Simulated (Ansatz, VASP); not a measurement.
Two plane-wave programs on KI

```
CELL_PARAMETERS angstrom
4.29109 0.00000 0.00000
0.00000 4.29109 0.00000
0.00000 0.00000 4.29109
ATOMIC_POSITIONS crystal
K 0.00000 0.00000 0.00000
I 0.50000 0.50000 0.50000
```

Alike in both runs: task single point; functional HSE06; k mesh 4 × 4 × 4; no spin polarisation.

|  | VASP | Ansatz |
| --- | --- | --- |
| version | VASP 6.6.1 | Ansatz 0.2.0 |
| potentials or method | VASP PAW PBE potentials, release 64 (K_sv, I) | plane waves, PAW |
| plane-wave cutoff (eV) | 520 | 420 |
| occupations | gaussian, width 0.01 eV | fixed |
| valence electrons in the cell | 16 | 26 |

```csv
,VASP,Ansatz,Ansatz less VASP
gap on the k mesh at the Fermi level (eV),4.30,4.31,+0.012
pressure (GPa),0.3,0.3,0.00
```

VASP's potentials hold 16 valence electrons a cell and Ansatz's 26, so a difference there can come from the potentials and not from the codes. Ansatz's warnings: stress exchange threshold loose, stress scf threshold loose.

Neither program's run includes spin-orbit coupling.
